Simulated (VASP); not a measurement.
Runs of VASP 6.6.1 on AlNi (zincblende type). The structure is that of space group F-43m (No. 216), or close to it. The cells are those of the table. 

```tsv
task	cell	cutoff (eV)	gap on the mesh (eV)	pressure (GPa)
single point	a = 3.086 Å, angles 60.0°, 2 atoms	520	none	139.8
single point	a = 3.085 Å, angles 60.0°, 2 atoms	520	none	(a)
relaxation of cell and atoms	relaxed to 140 GPa from a = 3.085 Å, angles 60.0°, 2 atoms	600	none	140.0
relaxation of cell and atoms	relaxed to 140 GPa from a = 2.999 Å, angles 60.0°, 2 atoms	600	none	140.0
```

Alike in all rows: level PBE; potentials or basis VASP PAW PBE potentials, release 64 (Ni, Al); no spin polarisation; k mesh 14 × 14 × 14; smearing fermi-dirac 0.05 eV.

**Question.** Fill in the values left out.

**Answer.** (a) 140.4.

Caveats: the cell is relaxed towards a set pressure, so the enthalpy falls and the energy may rise (some runs).

A gap of «none» marks levels without a gap at the run's occupations.
